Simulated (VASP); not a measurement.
Here is a VASP 6.6.1 calculation.

The input INCAR:

```
SYSTEM = YAu
PREC = Accurate
ENCUT = 520
EDIFF = 1E-8
ISMEAR = -1
SIGMA = 0.15
LREAL = .False.
LASPH = .True.
NELM = 60
ALGO = Normal
ISIF = 2
LWAVE = .False.
LCHARG = .False.
NBANDS = 18
IBRION = 8
NSW = 1
```

File KPOINTS:

```
Automatic mesh
0
Gamma
  12 12 12
  0 0 0
```

The input POSCAR:

```
YAu
1.0
    3.4932049945      0.0000000000      0.0000000000
    0.0000000000      3.4932049945      0.0000000000
    0.0000000000      0.0000000000      3.4932049945
Y Au
1 1
Direct
    0.5000000000      0.5000000000      0.5000000000
    0.0000000000      0.0000000000      0.0000000000
```

Potentials or basis: VASP PAW LDA potentials, release 64 (Y_sv, Au).

Command:

```console
$ cat potpaw_LDA.64/Y_sv/POTCAR potpaw_LDA.64/Au/POTCAR > POTCAR
$ mpirun -np 1 vasp_std > vasp.out
```

Problem. Predict the highest phonon frequency at Γ.

Solution. 117 cm⁻¹.

Phonon frequencies in cm⁻¹ (negative: imaginary):
```
              q point        frequencies
(0.000, 0.000, 0.000)  0 0 0 117 117 117
```

Caveat: the cell stands under pressure or tension, which shifts response properties.
